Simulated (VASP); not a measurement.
Input of a VASP 6.6.1 run:

POSCAR

```
BN
1.0
   -2.5439665234      0.0000000000      0.0000000000
   -1.2719832617     -2.2031396357      0.0000000000
    0.0000000000      0.0000000000     12.4732348039
B N
6 6
Direct
    0.6666666667      0.6666666667      0.2318718284
    0.6666666667      0.6666666667      0.5692137449
    0.6666666667      0.6666666667      0.9065556615
    0.3333333333      0.3333333333      0.0632008701
    0.3333333333      0.3333333333      0.4005427866
    0.3333333333      0.3333333333      0.7378847032
    0.6666666667      0.6666666667      0.1055038224
    0.6666666667      0.6666666667      0.4428457390
    0.6666666667      0.6666666667      0.7801876556
    0.3333333333      0.3333333333      0.9488586139
    0.3333333333      0.3333333333      0.2741747807
    0.3333333333      0.3333333333      0.6115166973
```

The input INCAR.step1:

```
SYSTEM = BN
PREC = Accurate
ENCUT = 520
ISMEAR = 0
SIGMA = 0.05
LREAL = .FALSE.
LASPH = .TRUE.
NELM = 60
NBANDS = 36
GGA = PE
ALGO = Normal
EDIFF = 1E-4
LWAVE = .TRUE.
LCHARG = .FALSE.
```

The input INCAR.step2:

```
SYSTEM = BN
PREC = Accurate
ENCUT = 520
EDIFF = 1E-6
ISMEAR = 0
SIGMA = 0.05
LREAL = .FALSE.
LASPH = .TRUE.
NELM = 60
ALGO = Normal
ISIF = 2
LWAVE = .FALSE.
LCHARG = .FALSE.
METAGGA = R2SCAN
LMIXTAU = .TRUE.
NBANDS = 36
ISTART = 1
```

KPOINTS

```
Automatic mesh
0
G
  10 10 2
  0 0 0
```

Potentials or basis: VASP PAW PBE potentials, release 64 (B, N).

The run is started by

```console
$ cat potpaw_PBE.64/B/POTCAR potpaw_PBE.64/N/POTCAR > POTCAR
$ cp INCAR.step1 INCAR
$ mpirun -np 1 vasp_std > vasp.out
$ cp INCAR.step2 INCAR
$ mpirun -np 1 vasp_std > vasp.out
```

Question: Predict the pressure.

Answer: 7.3 GPa.

Question: Predict the band gap on the k mesh.

Answer: 5.73 eV.

Question: Predict the largest force.

Answer: 3.935 eV/Å.

Stress tensor (GPa, compression positive):
```
 1.92  0.00  0.00
 0.00  1.92  0.00
 0.00  0.00 18.20
```

Caveat: the cell differs from its parent crystal (the distance across one plane changed); the stress differs along the axes, from 2 to 18 GPa; the PAW data sets were made with another functional, which shifts forces and pressure a little. A k mesh can miss the band edges.
